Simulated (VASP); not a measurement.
Wanted: the native input for a VASP 6.6.1 run.

```
Task                   : relaxation of cell and atoms
Functional             : PBE
Potentials or basis    : VASP PAW PBE potentials, release 64 (C)
Cutoff                 : 600 eV
k mesh                 : 8 × 8 × 8
Occupations            : gaussian, width 0.1 eV
Spin                   : no spin polarisation
Dipole correction      : no
Further INCAR settings : ALGO = Normal; EDIFF = 1e-06; IBRION = 2; EDIFFG = -0.04; NSW = 90; ISIF = 3
```

The structure of C lies in POSCAR:

```
C
1.0
   -1.6583537900      1.6583537900      3.0681311100
    1.6583537900     -1.6583537900      3.0681311100
    1.6583537900      1.6583537900     -3.0681311100
C
8
Direct
    0.8750000000      0.9100961200      0.5350961200
    0.3750000000      0.3399038800      0.4649038800
    0.6600961200      0.6250000000      0.5350961200
    0.0899038800      0.1250000000      0.4649038800
    0.8750000000      0.3399038800      0.9649038800
    0.3750000000      0.9100961200      0.0350961200
    0.0899038800      0.6250000000      0.9649038800
    0.6600961200      0.1250000000      0.0350961200
```

The input as run:

INCAR

```
PREC = Accurate
ENCUT = 600
EDIFF = 1E-6
ISMEAR = 0
SIGMA = 0.1
LREAL = False
LASPH = True
NELM = 60
ALGO = Normal
ISIF = 3
LWAVE = False
LCHARG = False
GGA = PE
IBRION = 2
NSW = 90
EDIFFG = -0.04
```

KPOINTS

```
Automatic mesh
0
Gamma
  8 8 8
```

Potentials or basis: VASP PAW PBE potentials, release 64 (C).

The run is started by

```console
$ cat potpaw_PBE.64/C/POTCAR > POTCAR
$ mpirun -np 1 vasp_std > vasp.out
```

Results of the run:

```
Relaxed volume                         : 7.86 Å³/atom
Relaxed cell                           : a = 4.357 Å, b = 4.357 Å, c = 4.357 Å, α = 105.92°, β = 105.92°, γ = 116.83°
Space group after relaxing (to 0.05 Å) : I4_1/amd (No. 141)
Energy gained by relaxing              : 2220.5 meV/atom
Ionic steps                            : 40
Pressure after relaxing                : 0.1 GPa
Band gap on the k mesh                 : 1.94 eV, indirect (least direct gap 2.60 eV)
```

Caveat: the volume moved by over 15 % at a fixed basis, so the end points are rough.

Wall time 16 min on 1 thread of Intel Xeon 6975P-C, with other jobs on the host, peak memory 0.2 GiB.
